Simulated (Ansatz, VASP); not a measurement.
**Two plane-wave programs on KMgPd3**

```
K Mg Pd
1.0
     4.98250    0.00000    0.00000
     0.00000    4.98250    0.00000
     0.00000    0.00000    4.98250
K Mg Pd
1 1 3
Cartesian
  2.4913 2.4913 2.4913
  0.0000 0.0000 0.0000
  2.4913 2.4913 0.0000
  2.4913 0.0000 2.4913
  0.0000 2.4913 2.4913
```

Change from the starting cell: species swapped into the Dy3AlN type (Pm-3m, No. 221).

Alike in both runs: functional PBE; k mesh 4 × 4 × 4; occupations gaussian, width 0.1 eV; no spin polarisation.

Ansatz relaxed the structure, and its values are those at the end. VASP's run is a single point on that final structure, the one shown.

```csv
,VASP,Ansatz
version,VASP 6.6.1,Ansatz 0.2.0
potentials or method,"VASP PAW PBE potentials, release 64 (K_sv, Mg, Pd), cutoff 600 eV","scalar-relativistic, plane waves, PAW"
valence electrons in the cell,41,73
```

|  | VASP | Ansatz | Ansatz less VASP |
| --- | --- | --- | --- |
| gap on the k mesh at the Fermi level (eV) | none | none | - |
| pressure (GPa) | 0.4 | 0.0 | -0.34 |

A gap of «none» marks a metal or a gap that the smearing closes. VASP's potentials hold 41 valence electrons a cell and Ansatz's 73, so a difference there can come from the potentials and not from the codes.
